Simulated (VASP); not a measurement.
# EuS (Fm-3m) in VASP: single point with LDA+U

Aim: the single point of EuS with LDA+U.

Everything below comes from runs of VASP 6.6.1. Logs are shortened: lines on timing, memory, paths and dates and some standing lists are left out, and cuts for length are marked.

## Step 1: The cell of the first run

It takes space group Fm-3m (No. 225, cubic). The conventional cell has a = 5.957 Å, b = 5.957 Å, c = 5.957 Å, α = 90.00°, β = 90.00°, γ = 90.00°. Within 3.9 Å of Eu (site symmetry m-3m) lie 6 S at 2.98 Å. S (site symmetry m-3m) has 6 Eu at 2.98 Å within 3.9 Å.

## Step 2: Single point, LDA+U, collinear spin, ferromagnetic start

The input, INCAR:

```
PREC = Accurate
ENCUT = 600
EDIFF = 1E-6
ISMEAR = 0
SIGMA = 0.05
LREAL = F
LASPH = T
NELM = 200
ALGO = Normal
ISIF = 2
LWAVE = F
LCHARG = F
ISPIN = 2
MAGMOM = 7 0
LORBIT = 11
LMAXMIX = 6
LDAU = T
LDAUTYPE = 1
LDAUL = 3 -1
LDAUU = 8 0
LDAUJ = 0.9 0
LDAUPRINT = 1
GGA = CA
NBANDS = 22
GGA_COMPAT = F
```

The input, KPOINTS:

```
regular mesh
0
Gamma
  6 6 6
```

The input, POSCAR:

```
EuS
1.0
    0.0000000000      2.9785018700      2.9785018700
    2.9785018700      0.0000000000      2.9785018700
    2.9785018700      2.9785018700      0.0000000000
Eu S
1 1
Direct
    0.5000000000      0.5000000000      0.5000000000
    0.0000000000      0.0000000000      0.0000000000
```

Potentials or basis: VASP PAW PBE potentials, release 64 (Eu, S).

On the command line:

```sh
$ cat potpaw_PBE.64/Eu/POTCAR potpaw_PBE.64/S/POTCAR > POTCAR
$ mpirun -np 1 vasp_std > vasp.out
```

OUTCAR:

```text
PREC = Accurate
   ENCUT = 600
   EDIFF = 1E-6
   ISMEAR = 0
   LREAL = F
   LASPH = T
   NELM = 200
   ISIF = 2
   ISPIN = 2
   LORBIT = 11
   GGA = CA

 ion  position               nearest neighbor table
   1  0.500  0.500  0.500-   2 2.98   2 2.98   2 2.98   2 2.98   2 2.98   2 2.98
   2  0.000  0.000  0.000-   1 2.98   1 2.98   1 2.98   1 2.98   1 2.98   1 2.98

  LATTYP: Found a face centered cubic cell.
 ALAT       =     5.9570037400

  Lattice vectors:

 A1 = (   0.0000000000,   2.9785018700,   2.9785018700)
 A2 = (   2.9785018700,   0.0000000000,   2.9785018700)
 A3 = (   2.9785018700,   2.9785018700,   0.0000000000)

Analysis of symmetry for initial positions (statically):
=====================================================================
 Subroutine PRICEL returns:
 Original cell was already a primitive cell.

 Routine SETGRP: Setting up the symmetry group for a
 face centered cubic supercell.

 Subroutine GETGRP returns: Found 48 space group operations
 (whereof 48 operations were pure point group operations)
 out of a pool of 48 trial point group operations.

The static configuration has the point symmetry O_h .

Analysis of symmetry for dynamics (positions and initial velocities):
=====================================================================
 Subroutine PRICEL returns:
 Original cell was already a primitive cell.

 Routine SETGRP: Setting up the symmetry group for a
 face centered cubic supercell.

 Subroutine GETGRP returns: Found 48 space group operations
 (whereof 48 operations were pure point group operations)
 out of a pool of 48 trial point group operations.

The dynamic configuration has the point symmetry O_h .

Analysis of structural, dynamic, and magnetic symmetry:
=====================================================================
 Subroutine PRICEL returns:
 Original cell was already a primitive cell.

 Routine SETGRP: Setting up the symmetry group for a
 face centered cubic supercell.

 Subroutine GETGRP returns: Found 48 space group operations
 (whereof 48 operations were pure point group operations)
 out of a pool of 48 trial point group operations.

The overall configuration has the point symmetry O_h .

 Subroutine INISYM returns: Found 48 space group operations
[... 168 lines left out ...]
  o =  0.9768  v =  0.0005 -0.0000 -0.0007  0.0000  0.0027  1.0000  0.0021  0.0000  0.0000  0.0000  0.0000  0.0000  0.0000  0.0000      0.0000  0.0000  0.0000  0.0000  0.0000  0.0000  0.0000  0.0000  0.0000  0.0000  0.0000  0.0000  0.0000  0.0000
  o =  0.9768  v =  0.6124 -0.0000 -0.7906  0.0000 -0.0004 -0.0009 -0.0003  0.0000  0.0000  0.0000  0.0000  0.0000  0.0000  0.0000      0.0000  0.0000  0.0000  0.0000  0.0000  0.0000  0.0000  0.0000  0.0000  0.0000  0.0000  0.0000  0.0000  0.0000
  o =  0.9768  v = -0.0003 -0.0000  0.0004  0.0000 -0.7906  0.0034 -0.6124  0.0000  0.0000  0.0000  0.0000  0.0000  0.0000  0.0000      0.0000  0.0000  0.0000  0.0000  0.0000  0.0000  0.0000  0.0000  0.0000  0.0000  0.0000  0.0000  0.0000  0.0000

 number of electron      22.9999997 magnetization       6.9999997

 Free energy of the ion-electron system (eV)
  ---------------------------------------------------
  ext. energy  EPLUGINS =         0.00000000
  ---------------------------------------------------
  free energy    TOTEN  =       -19.64085431 eV

  energy without entropy =      -19.64085431  energy(sigma->0) =      -19.64085431

 E-fermi :   2.9287     XC(G=0):  -9.9416

 val. band max:        2.7055379728   @ k =   0.0000   0.0000   0.0000
 cond. band min:       3.2515982495   @ k =   0.5000   0.5000   0.0000
 fundamental gap:      0.5460602767
 Fermi energy:         2.9286988389

 spin component 1

 k-point     1 :       0.0000    0.0000    0.0000
  band No.  band energies     occupation
      1     -36.3250      1.00000
      2     -15.3665      1.00000
      3     -15.3665      1.00000
      4     -15.3665      1.00000
      5      -9.3703      1.00000
      6       0.8632      1.00000
[... 389 lines left out ...]
     21       9.6618      0.00000
     22      11.7733      0.00000
 Fermi energy:         2.9286988389

 spin component 2

 k-point     1 :       0.0000    0.0000    0.0000
  band No.  band energies     occupation
      1     -33.4821      1.00000
      2     -13.2496      1.00000
      3     -13.2496      1.00000
      4     -13.2496      1.00000
      5      -9.3571      1.00000
      6       1.5230      1.00000
[... 389 lines left out ...]
     21      13.1614      0.00000
     22      13.8539      0.00000

------------------------ aborting loop because EDIFF is reached ----------------------------------------

  FORCE on cell =-STRESS in cart. coord.  units (eV):
  Direction    XX          YY          ZZ          XY          YZ          ZX
  --------------------------------------------------------------------------------------
  -------------------------------------------------------------------------------------
  Total       -1.1002206     -1.1002206     -1.1002206      0.0000000     -0.0000000      0.0000000
  in kB      -33.3554431    -33.3554431    -33.3554431      0.0000000     -0.0000000      0.0000000
  external PRESSURE =     -33.3554431 kB  Pullay stress =       0.0000000 kB

 VOLUME and BASIS-vectors are now :
 -----------------------------------------------------------------------------
  energy-cutoff  :      600.00
  volume of cell :       52.85
      direct lattice vectors                 reciprocal lattice vectors
     0.000000000  2.978501870  2.978501870    -0.167869628  0.167869628  0.167869628
     2.978501870  0.000000000  2.978501870     0.167869628 -0.167869628  0.167869628
     2.978501870  2.978501870  0.000000000     0.167869628  0.167869628 -0.167869628

 POSITION                                       TOTAL-FORCE (eV/Angst)
 -----------------------------------------------------------------------------------
      2.97850      2.97850      2.97850        -0.000000     -0.000000     -0.000000
      0.00000      0.00000      0.00000         0.000000      0.000000      0.000000
 -----------------------------------------------------------------------------------
    total drift:                                0.000000      0.000000      0.000000

  FREE ENERGIE OF THE ION-ELECTRON SYSTEM (eV)
  ---------------------------------------------------
  free  energy   TOTEN  =       -19.6408543057 eV

  energy  without entropy=      -19.6408543057  energy(sigma->0) =      -19.64085431

 total charge

# of ion       s       p       d       f       tot
--------------------------------------------------
    1        2.023   5.728   0.251   6.835  14.836
    2        1.308   2.409   0.000   0.000   3.718
--------------------------------------------------
tot          3.331   8.138   0.251   6.835  18.554

 magnetization (x)

# of ion       s       p       d       f       tot
--------------------------------------------------
    1       -0.010  -0.091   0.040   6.817   6.755
    2       -0.005  -0.048   0.000   0.000  -0.053
--------------------------------------------------
tot         -0.016  -0.139   0.040   6.817   6.701
```

stdout:

```text
POSCAR found type information on POSCAR EuS
 POSCAR found :  2 types and       2 ions
 scaLAPACK will be used
 -----------------------------------------------------------------------------
|                                                                             |
|                                                                             |
|     You enforced a specific xc type in the INCAR file but a different       |
|     I HOPE YOU KNOW WHAT YOU ARE DOING!                                     |
|                                                                             |
 -----------------------------------------------------------------------------

 LDA part: xc-table for (Slater(with rela. corr.)+CA(PZ))
 , standard interpolation
 POSCAR, INCAR and KPOINTS ok, starting setup
 FFT: planning ... GRIDC
 FFT: planning ... GRID_SOFT
 FFT: planning ... GRID
 WAVECAR not read
 entering main loop
```

Run time: 30 s. Hardware: 1 thread of Intel Xeon 6975P-C (Granite Rapids), shared host; peak memory 0.21 GiB.

Results:

```yaml
Free_energy: -19.6409 eV
Pressure: -3.3 GPa
Band_gap_on_the_k_mesh: 0.55 eV, indirect (least direct gap 0.88 eV)
Net_moment: 7.00 μB per cell
Site_moments: Eu +6.75; S -0.05 μB
Valence_electrons_inside_the_program's_atomic_spheres: Eu 14.84; S 3.72
```

Eigenvalues of the final occupation matrices:
| site | spin | trace | eigenvalues |
| --- | --- | --- | --- |
| site 1 f | 1 | 6.83 | 0.98 0.98 0.98 0.98 0.98 0.98 0.98 |
| site 1 f | 2 | 0.01 | 0.00 0.00 0.00 0.00 0.00 0.00 0.00 |

Caveat: the PAW data sets were made with another functional, which shifts forces and pressure a little; spin-orbit coupling is left out, which moves the levels of the heavy elements; a cell with one magnetic atom can't hold antiferromagnetic order, which such compounds often take. A k mesh can miss the band edges.
